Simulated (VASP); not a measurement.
Na3Al, 4 atoms in the cell. The structure is cubic, space group Fm-3m (No. 225). The conventional cell has a = 7.615 Å, b = 7.615 Å, c = 7.615 Å, α = 90.00°, β = 90.00°, γ = 90.00°. Within 4.3 Å of Al (site symmetry m-3m) lie 14 Na at 3.30 to 3.81 Å. Within 4.3 Å of Na (site symmetry m-3m) lie 8 Na at 3.30 Å and 6 Al at 3.81 Å. Na (site symmetry -43m) has 4 Al at 3.30 Å and 10 Na at 3.30 to 3.81 Å within 4.3 Å. 

- Program: VASP 6.6.1
- Task: single point
- Functional: PBE
- Potentials or basis: VASP PAW PBE potentials, release 64 (Al, Na_pv)
- Cutoff: 520 eV
- k mesh: 6 × 6 × 6
- Occupations: fermi-dirac, width 0.05 eV
- Spin: no spin polarisation
- Dipole correction: no
- Further INCAR settings: ALGO = Fast; EDIFF = 1e-06; NBANDS = 20

Potentials or basis: VASP PAW PBE potentials, release 64 (Al, Na_pv).

Command:

```bash
$ cat potpaw_PBE.64/Al/POTCAR potpaw_PBE.64/Na_pv/POTCAR > POTCAR
$ mpirun -np 1 vasp_std > vasp.out
```

Hardware: 1 thread of AMD EPYC 9R14 (Zen 4), on a shared host.

Question: Estimate the wall time of this run.

Answer: Wall time 27 s on 1 thread of AMD EPYC 9R14 (Zen 4) (shared host), peak memory 0.2 GiB. Counts: scf iterations 13, k points 16.
